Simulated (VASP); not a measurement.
Input of a VASP 6.6.1 run:

The input INCAR:

```
ALGO = Normal ; EDIFF = 1E-6
ENCUT = 520 ; GGA = PE
ISIF = 2 ; ISMEAR = 0
LASPH = True ; LCHARG = False
LDAU = True ; LDAUJ = 0 0
LDAUL = 2 -1 ; LDAUPRINT = 1
LDAUTYPE = 2 ; LDAUU = 3.9 0
LMAXMIX = 4 ; LREAL = False
LWAVE = False ; NBANDS = 16
NELM = 150 ; PREC = Accurate
SIGMA = 0.05
```

File KPOINTS:

```
k-points
0
Gamma
  12 12 12
```

Contents of POSCAR:

```
MnO
1.0
    0.0000000000      2.2664570858      2.2664570858
    2.2664570858      0.0000000000      2.2664570858
    2.2664570858      2.2664570858      0.0000000000
Mn O
1 1
Direct
    0.0000000000      0.0000000000      0.0000000000
    0.5000000000      0.5000000000      0.5000000000
```

Potentials or basis: VASP PAW PBE potentials, release 64 (Mn_pv, O).

Launch:

```bash
$ cat potpaw_PBE.64/Mn_pv/POTCAR potpaw_PBE.64/O/POTCAR > POTCAR
$ mpirun -np 1 vasp_std > vasp.out
```

Problem. What does it give for the pressure?

Solution. -30.7 GPa.

Eigenvalues of the final occupation matrices:
| site | spin | trace | eigenvalues |
| --- | --- | --- | --- |
| site 1 d | 1 | 2.52 | 0.10 0.10 0.77 0.77 0.77 |
| site 1 d | 2 | 2.52 | 0.10 0.10 0.77 0.77 0.77 |

Caveat: an odd number of electrons without spin polarisation forces a metal; a magnetic or distorted state may lie lower; the run has no spin polarisation, though such a crystal can be magnetic; U without spin polarisation on a metal has little footing. Spin polarisation is off, so any magnetic state and its effect on volume and gap are missing.
